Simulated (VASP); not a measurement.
## GaP: single point with revPBE

The system is GaP.

```
Ga P
1.0
     0.00000    2.72525    2.72525
     2.72525    0.00000    2.72525
     2.72525    2.72525    0.00000
Ga P
1 1
Direct
  0.00000 0.00000 0.00000
  0.75000 0.75000 0.75000
```

```json
{
 "Program": "VASP 6.6.1",
 "Task": "single point",
 "Functional": "revPBE",
 "Potentials or basis": "VASP PAW PBE potentials, release 64 (Ga_d, P)",
 "Cutoff": "500 eV",
 "k mesh": "7 × 7 × 7",
 "Occupations": "gaussian, width 0.01 eV",
 "Spin": "no spin polarisation",
 "Dipole correction": "no",
 "Further INCAR settings": "ALGO = Normal; EDIFF = 1e-06; NBANDS = 16"
}
```

The pressure is 3.9 GPa and the band gap on the k mesh is 1.66 eV (least direct gap 1.92 eV).

Levels at points of the mesh, in eV from the valence-band top:
| k point | band 6 | band 7 | band 8 | band 9 | band 10 | band 11 | band 12 | band 13 |
| --- | --- | --- | --- | --- | --- | --- | --- | --- |
| (0.00, 0.00, 0.00) | -12.47 | 0.00 | 0.00 | 0.00 | 1.92 | 3.91 | 3.91 | 3.91 |

Run time: 5.5 s on 1 thread of Intel(R) Xeon(R) Platinum 8481C CPU @ 2.70GHz (Sapphire Rapids) (shared host), peak memory 0.15 GiB.

Caveat: the cell stands under pressure; the PAW data sets were made with another functional, which shifts forces and pressure a little; an odd mesh through Γ misses points on the zone boundary, where band edges can lie.
